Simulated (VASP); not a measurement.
# Pb (Fm-3m) in VASP: settings compared

Pb is run at these levels: PBEsol-based global hybrid, PBE exchange alone, LDA; tasks: single point.

Everything below comes from runs of VASP 6.6.1. Logs are shortened: lines on timing, memory, paths and dates and some standing lists are left out, and cuts for length are marked.

### 1 The cell of the first run

The structure is cubic, space group Fm-3m (No. 225). Conventional cell: a = 4.950 Å, b = 4.950 Å, c = 4.950 Å, α = 90.00°, β = 90.00°, γ = 90.00°. Within 4.6 Å of Pb (site symmetry m-3m) lie 12 Pb at 3.50 Å.

### 2 Single point, PBEsol-based global hybrid

POSCAR

```
Pb
1.0
    0.0000000000      2.4750200000      2.4750200000
    2.4750200000      0.0000000000      2.4750200000
    2.4750200000      2.4750200000      0.0000000000
Pb
1
Direct
    0.0000000000      0.0000000000      0.0000000000
```

INCAR.step1

```
SYSTEM = Pb
PREC = Accurate
ENCUT = 520
EDIFF = 1E-5
ISMEAR = -1
SIGMA = 0.05
LREAL = .False.
LASPH = .True.
NELM = 80
ALGO = Normal
ISIF = 2
LWAVE = .True.
GGA = PE
NBANDS = 13
```

INCAR.step2

```
SYSTEM = Pb
PREC = Accurate
ENCUT = 520
EDIFF = 1E-6
ISMEAR = -1
SIGMA = 0.05
LREAL = .False.
LASPH = .True.
NELM = 80
ALGO = Normal
ISIF = 2
LWAVE = .False.
LCHARG = .True.
GGA = PS
LHFCALC = .True.
AEXX = 0.25
PRECFOCK = Normal
LELF = .True.
LVHAR = .True.
ISTART = 1
NBANDS = 13
```

KPOINTS

```
regular mesh
0
Gamma
  5 5 5
  0 0 0
```

Potentials or basis: VASP PAW PBE potentials, release 64 (Pb_d).

Launch:

```console
$ cat potpaw_PBE.64/Pb_d/POTCAR > POTCAR
$ cp INCAR.step1 INCAR
$ mpirun -np 1 vasp_std > vasp.out
$ cp INCAR.step2 INCAR
$ mpirun -np 1 vasp_std > vasp.out
```

OUTCAR:

```text
SYSTEM = Pb
   PREC = Accurate
   ENCUT = 520
   EDIFF = 1E-6
   ISMEAR = -1
   LREAL = .False.
   LASPH = .True.
   NELM = 80
   ISIF = 2
   GGA = PS
   LHFCALC = .True.
   AEXX = 0.25
   PRECFOCK = Normal
   ISTART = 1

 ion  position               nearest neighbor table
   1  0.000  0.000  0.000-

  LATTYP: Found a face centered cubic cell.
 ALAT       =     4.9500400000

  Lattice vectors:

 A1 = (   0.0000000000,   2.4750200000,   2.4750200000)
 A2 = (   2.4750200000,   0.0000000000,   2.4750200000)
 A3 = (   2.4750200000,   2.4750200000,   0.0000000000)

Analysis of symmetry for initial positions (statically):
[... 5 lines left out ...]
 face centered cubic supercell.

 Subroutine GETGRP returns: Found 48 space group operations
 (whereof 48 operations were pure point group operations)
 out of a pool of 48 trial point group operations.

The static configuration has the point symmetry O_h .

Analysis of symmetry for dynamics (positions and initial velocities):
[... 5 lines left out ...]
 face centered cubic supercell.

 Subroutine GETGRP returns: Found 48 space group operations
 (whereof 48 operations were pure point group operations)
 out of a pool of 48 trial point group operations.

The dynamic configuration has the point symmetry O_h .

 Subroutine INISYM returns: Found 48 space group operations
 (whereof 48 operations are pure point group operations),
 and found     1 'primitive' translations

----------------------------------------------------------------------------------------

                                     Primitive cell

  volume of cell :      30.3226

  direct lattice vectors                    reciprocal lattice vectors
     0.000000000  2.475020000  2.475020000    -0.202018570  0.202018570  0.202018570
     2.475020000  0.000000000  2.475020000     0.202018570 -0.202018570  0.202018570
     2.475020000  2.475020000  0.000000000     0.202018570  0.202018570 -0.202018570

  length of vectors
     3.500206851  3.500206851  3.500206851     0.349906427  0.349906427  0.349906427

  position of ions in fractional coordinates (direct lattice)
     0.000000000  0.000000000  0.000000000

  ion indices of the primitive-cell ions
   primitive index   ion index
                 1           1

----------------------------------------------------------------------------------------

 KPOINTS: regular mesh

Automatic generation of k-mesh.
 Grid dimensions read from file:
 generate k-points for:    5    5    5

 Generating k-lattice:

  Cartesian coordinates                     Fractional coordinates (reciprocal lattice)
    -0.040403714  0.040403714  0.040403714     0.200000000  0.000000000  0.000000000
     0.040403714 -0.040403714  0.040403714     0.000000000  0.200000000  0.000000000
     0.040403714  0.040403714 -0.040403714     0.000000000  0.000000000  0.200000000

  Length of vectors
     0.069981285  0.069981285  0.069981285

  Shift w.r.t. Gamma in fractional coordinates (k-lattice)
     0.000000000  0.000000000  0.000000000

 Subroutine IBZKPT returns following result:
 ===========================================

 Found     10 irreducible k-points:

 Following reciprocal coordinates:
            Coordinates               Weight
  0.000000  0.000000  0.000000      1.000000
  0.200000  0.000000  0.000000      8.000000
  0.400000  0.000000  0.000000      8.000000
  0.200000  0.200000  0.000000      6.000000
  0.400000  0.200000  0.000000     24.000000
 -0.400000  0.200000  0.000000     24.000000
 -0.200000  0.200000  0.000000     12.000000
  0.400000  0.400000  0.000000      6.000000
 -0.400000  0.400000  0.000000     12.000000
 -0.400000  0.400000  0.200000     24.000000
   k-points           NKPTS =     10   k-points in BZ     NKDIM =    125   number of bands    NBANDS=     13
   number of dos      NEDOS =    301   number of ions     NIONS =      1
   total plane-waves  NPLWV =  21952
   dimension x,y,z NGX =    28 NGY =   28 NGZ =   28
   dimension x,y,z NGXF=    56 NGYF=   56 NGZF=   56
   ions per type =               1
   NGX,Y,Z   is equivalent  to a cutoff of  13.30, 13.30, 13.30 a.u.
   NGXF,Y,Z  is equivalent  to a cutoff of  26.60, 26.60, 26.60 a.u.
 SYSTEM =  Pb
   PREC   = accura    normal or accurate (medium, high low for compatibility)
   ISTART =      1    job   : 0-new  1-cont  2-samecut
   ICHARG =      0    charge: 1-file 2-atom 10-const
   ISPIN  =      1    spin polarized calculation?
   LNONCOLLINEAR =      F non collinear calculations
   LSORBIT =      F    spin-orbit coupling
   LASPH  =      T    aspherical Exc in radial PAW
   ENCUT  =  520.0 eV  38.22 Ry    6.18 a.u.   6.51  6.51  6.51*2*pi/ulx,y,z
   NELM   =     80;   NELMIN=  2; NELMDL=  0     # of ELM steps
   EDIFF  = 0.1E-05   stopping-criterion for ELM
   LREAL  =      F    real-space projection
   EDIFFG = 0.1E-04   stopping-criterion for IOM
   NSW    =      0    number of steps for IOM
   IBRION =     -1    ionic relax: 0-MD 1-quasi-New 2-CG
   NFREE  =      0    steps in history (QN), initial steepest desc. (CG)
   ISIF   =      2    stress and relaxation
   ISYM   =      3    0-nonsym 1-usesym 2-fastsym
   POTIM  = 0.5000    time-step for ionic-motion
   TEBEG  =    0.0;   TEEND  =   0.0 temperature during run
   PSTRESS=    0.0 pullay stress
   NELECT =      14.0000    total number of electrons
   NUPDOWN=      -1.0000    fix difference up-down
   EMIN   =  10.00;   EMAX   =-10.00  energy-range for DOS
   EFERMI =   0.00;   METHOD = LEGACY
   ISMEAR =    -1;   SIGMA  =   0.05  broadening in eV -4-tet -1-fermi 0-gaus
   EFERMI_NEDOS =   21; number of points for ismear=-14 and -15
   IALGO  =     38    algorithm
   IMIX   =      1    mixing-type and parameters
     AMIX     =   0.40;   BMIX     =  1.00
     AMIX_MAG =   1.60;   BMIX_MAG =  1.00
  volume/ion in A,a.u.               =      30.32       204.63
  Fermi-wavevector in a.u.,A,eV,Ry     =   1.265306  2.391081 21.782907  1.600999
  Thomas-Fermi vector in A             =   2.398566
   LORBIT       =      0    0 simple, 1 ext, 2 COOP (PROOUT), +10 PAW based schemes
   GGA     = PS    functional components
   LHFCALC =     T    Hartree Fock is set to
   PRECFOCK=normal    Normal, Fast or Accurate (Low or Medium for compatibility)
   ENCUT4O =  -1.0   cutoff for four orbital integrals eV
   NKREDX  =     1    reduce k-point grid by
   NKREDY  =     1    reduce k-point grid by
   NKREDZ  =     1    reduce k-point grid by
   AEXX    =    0.2500 exact exchange contribution
   HFSCREEN=    0.0000 screening length (either q_TF or 0.3 A-1)
   HFSCREENC=   0.0000 screening length for correlation (either q_TF or 0.3 A-1)
   ENCUTFOCK=  -1.0 apply spherical cutoff to Coloumb kernel
   IVDW    =     0    specifies the selected vdW correction
   LEPSILON=     F    determine dielectric tensor
   LRPA    =     F    only Hartree local field effects (RPA)
 non-spin polarized calculation
  energy-cutoff  :      520.00
  volume of cell :       30.32
 maximum number of plane-waves:       869
 NGX is ok and might be reduce to    28
  NGX = 20; NGY = 20; NGZ = 20

 number of electron      13.9999999 magnetization

 Free energy of the ion-electron system (eV)
  ---------------------------------------------------
  ext. energy  EPLUGINS =         0.00000000
  ---------------------------------------------------
  free energy    TOTEN  =        -4.84247289 eV

  energy without entropy =       -4.82976946  energy(sigma->0) =       -4.83612117

 E-fermi :   6.6234     XC(G=0):  -8.1638

 val. band max:        6.5978793560   @ k =  -0.4000   0.4000   0.2000
 cond. band min:       7.6571198169   @ k =  -0.2000   0.2000   0.0000
 fundamental gap:      1.0592404609
 Fermi energy:         6.6234219769

 k-point     1 :       0.0000    0.0000    0.0000
  band No.  band energies     occupation
      1     -12.3119      2.00000
      2     -12.3119      2.00000
      3     -12.3119      2.00000
      4     -12.1617      2.00000
      5     -12.1617      2.00000
      6      -6.4768      2.00000
      7      15.6339      0.00000
      8      15.6339      0.00000
      9      15.6339      0.00000
     10      17.9536      0.00000
     11      19.5922      0.00000
     12      20.6817      0.00000
     13      20.6817      0.00000

 k-point     2 :       0.2000    0.0000    0.0000
  band No.  band energies     occupation
      1     -12.3181      2.00000
      2     -12.2752      2.00000
      3     -12.2752      2.00000
      4     -12.1475      2.00000
      5     -12.1475      2.00000
      6      -5.6132      2.00000
      7       9.9537      0.00000
      8      14.8041      0.00000
      9      14.8041      0.00000
     10      17.2048      0.00000
     11      20.4204      0.00000
     12      21.0903      0.00000
     13      21.0903      0.00000

 k-point     3 :       0.4000    0.0000    0.0000
  band No.  band energies     occupation
      1     -12.3423      2.00000
      2     -12.2934      2.00000
      3     -12.2934      2.00000
      4     -12.0446      2.00000
      5     -12.0446      2.00000
      6      -3.1918      2.00000
      7       3.2372      2.00000
      8      13.8078      0.00000
      9      13.8078      0.00000
     10      17.1201      0.00000
     11      18.1480      0.00000
     12      19.5328      0.00000
     13      19.5328      0.00000
[... 81 lines left out ...]
 k-point     9 :      -0.4000    0.4000    0.0000
  band No.  band energies     occupation
      1     -12.4248      2.00000
      2     -12.3259      2.00000
      3     -12.0747      2.00000
      4     -12.0612      2.00000
      5     -12.0157      2.00000
      6      -0.6473      2.00000
      7       3.6919      2.00000
      8       6.0592      1.99997
      9      10.3871      0.00000
     10      14.1213      0.00000
     11      18.1146      0.00000
     12      25.2663      0.00000
     13      26.1923      0.00000

 k-point    10 :      -0.4000    0.4000    0.2000
  band No.  band energies     occupation
      1     -12.3196      2.00000
      2     -12.3064      2.00000
      3     -12.1897      2.00000
      4     -12.0893      2.00000
      5     -12.0229      2.00000
      6      -1.3644      2.00000
      7       4.6756      2.00000
      8       6.5979      1.25001
      9       9.1300      0.00000
     10      17.9302      0.00000
     11      19.0232      0.00000
     12      20.5254      0.00000
     13      24.5056      0.00000

------------------------ aborting loop because EDIFF is reached ----------------------------------------

  FORCE on cell =-STRESS in cart. coord.  units (eV):
  Direction    XX          YY          ZZ          XY          YZ          ZX
  --------------------------------------------------------------------------------------
  -------------------------------------------------------------------------------------
  Total       -0.3591817     -0.3591817     -0.3591817      0.0000000      0.0000000      0.0000000
  in kB      -18.9783599    -18.9783599    -18.9783599      0.0000000      0.0000000      0.0000000
  external PRESSURE =     -18.9783599 kB  Pullay stress =       0.0000000 kB

 VOLUME and BASIS-vectors are now :
 -----------------------------------------------------------------------------
  energy-cutoff  :      520.00
  volume of cell :       30.32
      direct lattice vectors                 reciprocal lattice vectors
     0.000000000  2.475020000  2.475020000    -0.202018570  0.202018570  0.202018570
     2.475020000  0.000000000  2.475020000     0.202018570 -0.202018570  0.202018570
     2.475020000  2.475020000  0.000000000     0.202018570  0.202018570 -0.202018570

 POSITION                                       TOTAL-FORCE (eV/Angst)
 -----------------------------------------------------------------------------------
      0.00000      0.00000      0.00000         0.000000      0.000000      0.000000
 -----------------------------------------------------------------------------------
    total drift:                               -0.000000      0.000000      0.000000

  FREE ENERGIE OF THE ION-ELECTRON SYSTEM (eV)
  ---------------------------------------------------
  free  energy   TOTEN  =        -4.8424728898 eV

  energy  without entropy=       -4.8297694555  energy(sigma->0) =       -4.83612117
```

Run time: 5.1 min. Hardware: 1 thread of AMD EPYC 7R13 (Zen 3), shared host; peak memory 0.14 GiB.

Results:

```yaml
Free_energy: -4.8425 eV
Pressure: -1.9 GPa
Band_gap_on_the_k_mesh: zero (band 7 reaches 15.63 eV, above the bottom of band 8 at 6.06 eV)
```

Caveat: the k points lie up to 0.44 Å⁻¹ apart; the PAW data sets were made with another functional, which shifts forces and pressure a little; spin-orbit coupling is left out, which moves the levels of the heavy elements.

### 3 Single point, PBE exchange alone

This run uses another cell than the first one, of 28.50 Å³/atom, 0.940 times its volume.

INCAR

```
PREC = Accurate ; ENCUT = 520
EDIFF = 1E-6 ; ISMEAR = -1
SIGMA = 0.05 ; LREAL = False
LASPH = True ; NELM = 100
ALGO = Normal ; ISIF = 2
LWAVE = False ; LCHARG = True
GGA = PE ; ALDAC = 0.0
AGGAC = 0.0 ; LELF = True
LVHAR = True ; NBANDS = 13
```

KPOINTS

```
regular mesh
0
Gamma
  9 9 9
```

POSCAR

```
Pb
1.0
    0.0000000000      2.4244952108      2.4244952108
    2.4244952108      0.0000000000      2.4244952108
    2.4244952108      2.4244952108      0.0000000000
Pb
1
Direct
    0.0000000000      0.0000000000      0.0000000000
```

Potentials or basis: VASP PAW PBE potentials, release 64 (Pb_d).

Launch:

```console
$ cat potpaw_PBE.64/Pb_d/POTCAR > POTCAR
$ mpirun -np 1 vasp_std > vasp.out
```

It took 17 s on 1 thread of Intel Xeon 8259CL, shared host; peak memory 0.16 GiB.

Results (log left out):

- Free energy: -1.9150 eV
- Pressure: 16.3 GPa
- Band gap on the k mesh: zero (band 7 reaches 17.32 eV, above the bottom of band 8 at 7.93 eV)

Levels at points of the mesh, in eV from the Fermi level:
| k point | band 3 | band 4 | band 5 | band 6 | band 7 | band 8 | band 9 | band 10 | band 11 | band 12 |
| --- | --- | --- | --- | --- | --- | --- | --- | --- | --- | --- |
| (0.00, 0.00, 0.00) | -16.86 | -16.69 | -16.69 | -12.07 | 7.91 | 7.91 | 7.91 | 10.18 | 12.68 | 13.23 |

Caveat: spin-orbit coupling is left out, which moves the levels of the heavy elements.

### 4 Single point, LDA

This run uses another cell than the first one, of 28.50 Å³/atom, 0.940 times its volume.

INCAR

```
PREC = Accurate
ENCUT = 520
EDIFF = 1E-7
ISMEAR = -1
SIGMA = 0.05
LREAL = F
LASPH = T
NELM = 100
ALGO = Normal
ISIF = 2
LWAVE = F
LCHARG = F
GGA = CA
NBANDS = 13
```

KPOINTS is that of step 3.

POSCAR is that of step 3.

Potentials or basis: VASP PAW LDA potentials, release 64 (Pb_d).

Launch:

```console
$ cat potpaw_LDA.64/Pb_d/POTCAR > POTCAR
$ mpirun -np 1 vasp_std > vasp.out
```

It took 17 s on 1 thread of Intel Xeon 8259CL, shared host; peak memory 0.14 GiB.

The run converged. Its results:

```
Free energy            : -4.2708 eV
Pressure               : 1.1 GPa
Band gap on the k mesh : zero (band 7 reaches 15.57 eV, above the bottom of band 8 at 6.05 eV)
```

Levels at points of the mesh, in eV from the Fermi level:
```csv
k point,band 4,band 5,band 6,band 7,band 8,band 9,band 10,band 11
"(0.00, 0.00, 0.00)",-16.71,-16.71,-12.02,8.03,8.03,8.03,10.04,12.45
```

Caveat: spin-orbit coupling is left out, which moves the levels of the heavy elements.

### 5 Single point, PBE exchange alone

This run uses another cell than the first one, of 29.11 Å³/atom, 0.960 times its volume.

INCAR

```
SYSTEM = Pb
  PREC = Accurate
  ENCUT = 520
  EDIFF = 1E-7
  ISMEAR = -1
  SIGMA = 0.05
  LREAL = .FALSE.
  LASPH = .TRUE.
  NELM = 100
  ALGO = Normal
  ISIF = 2
  LWAVE = .FALSE.
  LCHARG = .FALSE.
  GGA = PE
  ALDAC = 0.0
  AGGAC = 0.0
  NBANDS = 13
```

KPOINTS

```
regular mesh
0
G
  9 9 9
  0 0 0
```

POSCAR

```
Pb
1.0
    0.0000000000      2.4415696833      2.4415696833
    2.4415696833      0.0000000000      2.4415696833
    2.4415696833      2.4415696833      0.0000000000
Pb
1
Direct
    0.0000000000      0.0000000000      0.0000000000
```

Potentials or basis: VASP PAW PBE potentials, release 64 (Pb_d).

Launch:

```console
$ cat potpaw_PBE.64/Pb_d/POTCAR > POTCAR
$ mpirun -np 1 vasp_std > vasp.out
```

Run time: 20 s. Hardware: 1 thread of Intel Xeon 8259CL, shared host; peak memory 0.16 GiB.

Results (log left out):

```
Free energy            : -1.9735 eV
Pressure               : 14.5 GPa
Band gap on the k mesh : zero (band 7 reaches 16.89 eV, above the bottom of band 8 at 7.72 eV)
```

Levels at points of the mesh, in eV from the Fermi level:
```csv
k point,band 4,band 5,band 6,band 7,band 8,band 9,band 10,band 11
"(0.00, 0.00, 0.00)",-16.69,-16.69,-11.93,7.72,7.72,7.72,10.16,12.39
```

Caveat: spin-orbit coupling is left out, which moves the levels of the heavy elements.

### 6 Summary

| level | potentials or basis | cell | k mesh | grid for exact exchange (PRECFOCK) | share of exact exchange | gap on the mesh (eV) | pressure (GPa) |
| --- | --- | --- | --- | --- | --- | --- | --- |
| PBEsol-based global hybrid | VASP PAW PBE potentials, release 64 (Pb_d) | a = 3.500 Å, angles 60.0°, 1 atom | 5 × 5 × 5 | Normal | 0.25 | none | -1.9 |
| PBE exchange alone | VASP PAW PBE potentials, release 64 (Pb_d) | a = 3.429 Å, angles 60.0°, 1 atom | 9 × 9 × 9 | - | - | none | 16.3 |
| LDA | VASP PAW LDA potentials, release 64 (Pb_d) | a = 3.429 Å, angles 60.0°, 1 atom | 9 × 9 × 9 | - | - | none | 1.1 |
| PBE exchange alone | VASP PAW PBE potentials, release 64 (Pb_d) | a = 3.453 Å, angles 60.0°, 1 atom | 9 × 9 × 9 | - | - | none | 14.5 |

Alike in all rows: task single point; no spin polarisation; cutoff (eV) 520; smearing fermi-dirac 0.05 eV.

Caveats: some runs use coarse meshes; spin-orbit coupling is left out, which moves the levels of the heavy elements; the PAW data sets were made with another functional, which shifts forces and pressure a little (some runs).

Absolute energies hang on the potentials; compare differences alone.
